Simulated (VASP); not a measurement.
## Si3NiMo: single point with PBE

The system is Si3NiMo.

```
CELL_PARAMETERS angstrom
4.65835 0.00000 0.00000
0.00000 4.65835 0.00000
0.00000 0.00000 4.65835
ATOMIC_POSITIONS crystal
Si 0.50000 0.00000 0.00000
Si 0.00000 0.50000 0.00000
Si 0.00000 0.00000 0.50000
Ni 0.50000 0.50000 0.50000
Mo 0.00000 0.00000 0.00000
```

```
Program             : VASP 6.6.1
Task                : single point
Functional          : PBE
Potentials or basis : VASP PAW PBE potentials, release 64 (Si, Ni, Mo_sv)
Cutoff              : 520 eV
k mesh              : 4 × 4 × 4
Occupations         : gaussian, width 0.1 eV
Spin                : collinear spin, ferromagnetic start
Starting moments    : [0.0, 0.0, 0.0, 2.0, 0.0] μB
```

| Quantity | Value |
| --- | --- |
| Pressure | 0.9 GPa |
| Net moment | 0.67 μB per cell |
| Site moments | Si +0.01; Ni +0.55; Mo +0.03 μB |
| Valence electrons inside the program's atomic spheres | Si 1.58; Ni 8.81; Mo 13.06 |

Levels at points of the mesh, in eV from the Fermi level:
Spin up:
```csv
k point,band 16,band 17,band 18,band 19,band 20,band 21
"(0.00, 0.00, 0.00)",-0.68,-0.68,-0.68,0.19,1.65,1.65
"(0.50, 0.00, 0.00)",-0.94,-0.61,-0.23,-0.23,0.99,2.73
"(0.50, 0.50, 0.00)",-0.64,-0.64,-0.05,0.07,0.07,0.73
"(0.50, 0.50, 0.50)",-0.73,-0.73,-0.72,-0.72,2.10,2.10
```
Spin down:
| k point | band 16 | band 17 | band 18 | band 19 | band 20 | band 21 |
| --- | --- | --- | --- | --- | --- | --- |
| (0.00, 0.00, 0.00) | -0.16 | -0.16 | -0.16 | 0.26 | 1.65 | 1.65 |
| (0.50, 0.00, 0.00) | -0.33 | -0.29 | 0.25 | 0.25 | 1.15 | 2.72 |
| (0.50, 0.50, 0.00) | -0.08 | -0.08 | 0.02 | 0.06 | 0.06 | 0.80 |
| (0.50, 0.50, 0.50) | -0.35 | -0.11 | -0.11 | -0.11 | 2.10 | 2.10 |

Wall time 58 s on 1 thread of Intel(R) Xeon(R) 6975P-C (Granite Rapids), with other jobs on the host, peak memory 0.26 GiB.
